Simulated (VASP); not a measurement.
Crystal: CdTe (l).

```xyz
2
Lattice="0.0000 3.2821 3.2821 3.2821 0.0000 3.2821 3.2821 3.2821 0.0000" Properties=species:S:1:pos:R:3 pbc="T T T"
Cd    0.0000    0.0000    0.0000
Te    1.6411    1.6411    1.6411
```

```yaml
Program: VASP 6.6.1
Task: relaxation of cell and atoms
Functional: LDA
Potentials_or_basis: VASP PAW LDA potentials, release 64 (Cd, Te)
Cutoff: 500 eV
k_mesh: 10 × 10 × 10
Occupations: gaussian, width 0.02 eV
Spin: no spin polarisation
```

At the start: pressure -2.6 GPa; volume 35.36 Å³/atom.

How do energy, volume and symmetry change on relaxing?

Over 3 steps the energy falls by 19.5 meV/atom and the volume is 33.09 Å³/atom (-6.4 %); space group F-43m (No. 216, to 0.05 Å).

The path:
| step | energy change (eV) | largest force (eV/Å) | pressure (GPa) | volume (Å³) |
| --- | --- | --- | --- | --- |
| 1 | 0.0000 | 0.0000 | -2.60 | 70.71 |
| 2 | -0.0359 | 0.0000 | 0.87 | 64.99 |
| 3 | -0.0391 | 0.0000 | 0.00 | 66.18 |

Final structure:
```
Cd Te
1.0
     0.00000    3.21048    3.21048
     3.21048    0.00000    3.21048
     3.21048    3.21048    0.00000
Cd Te
1 1
Direct
  0.00000 0.00000 0.00000
  0.25000 0.25000 0.25000
```
